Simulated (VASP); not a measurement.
Here is a VASP 6.6.1 calculation.

INCAR

```
SYSTEM = Al2O3
ALGO     = Normal         ! electronic algorithm
EDIFF    = 1E-7           ! SCF threshold, eV
ENCUT    = 520            ! plane-wave cutoff, eV
GGA      = CA             ! functional
ISIF     = 2              ! what is computed and relaxed
ISMEAR   = 0              ! smearing method
LASPH    = .TRUE.         ! aspherical terms in the spheres
LCHARG   = .FALSE.        ! write CHGCAR
LREAL    = .FALSE.        ! projectors in reciprocal space
LWAVE    = .FALSE.        ! write WAVECAR
NBANDS   = 20             ! bands
NELM     = 60             ! most SCF steps
PREC     = Accurate       ! precision mode
SIGMA    = 0.05           ! smearing width, eV
```

KPOINTS

```
k-points
0
G
  12 12 4
  0 0 0
```

POSCAR

```
Al2O3
1.0
    2.6004456369      0.0000000000      0.0000000000
   -1.3002228185      2.2520519827      0.0000000000
    0.0000000000      0.0000000000     11.1251722136
Al O
2 3
Direct
    0.0000000000      0.0000000000      0.1469612859
    0.0000000000      0.0000000000      0.8530387141
    0.3333333333      0.6666666667      0.2184227737
    0.6666666667      0.3333333333      0.0000000000
    0.3333333333      0.6666666667      0.7815772263
```

Potentials or basis: VASP PAW LDA potentials, release 64 (Al, O).

Command:

```console
$ cat potpaw_LDA.64/Al/POTCAR potpaw_LDA.64/O/POTCAR > POTCAR
$ mpirun -np 1 vasp_std > vasp.out
```

**Question.** Estimate the band gap on the k mesh.

**Answer.** 3.54 eV.

**Question.** Estimate the largest force.

**Answer.** 3.736 eV/Å.

**Question.** What does it give for the pressure?

**Answer.** 18.5 GPa.

Stress tensor (GPa, compression positive):
```
 43.61   0.00   0.00
  0.00  43.61   0.00
  0.00   0.00 -31.84
```

Caveat: the cell stands under pressure; forces of over 1 eV/Å act on the atoms, so gaps and moduli don't describe the material at rest. A k mesh can miss the band edges.
